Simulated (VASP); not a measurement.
A run of VASP 6.6.1 is set up as follows.

INCAR

```
SYSTEM = KF
ALGO = Normal
EDIFF = 1E-6
ENCUT = 520
GGA = PS
ISIF = 2
ISMEAR = 0
IVDW = 12
LASPH = .TRUE.
LCHARG = .FALSE.
LREAL = .FALSE.
LWAVE = .FALSE.
NBANDS = 15
NELM = 100
PREC = Accurate
SIGMA = 0.05
```

The input KPOINTS:

```
k-points
0
G
  8 8 8
  0 0 0
```

POSCAR

```
KF
1.0
    0.0000000000      2.6478598674      2.6478598674
    2.6478598674      0.0000000000      2.6478598674
    2.6478598674      2.6478598674      0.0000000000
K F
1 1
Direct
    0.0000000000      0.0000000000      0.0000000000
    0.5000000000      0.5000000000      0.5000000000
```

Potentials or basis: VASP PAW PBE potentials, release 64 (K_sv, F).

Run with:

```sh
$ cat potpaw_PBE.64/K_sv/POTCAR potpaw_PBE.64/F/POTCAR > POTCAR
$ mpirun -np 1 vasp_std > vasp.out
```

(1) Predict the dispersion energy per atom.

(2) Predict the band gap on the k mesh.

(3) What does it give for the pressure?

Answers

(1) -0.166 eV.

(2) 6.17 eV, direct.

(3) -1.2 GPa.

Caveat: the PAW data sets were made with another functional, which shifts forces and pressure a little.
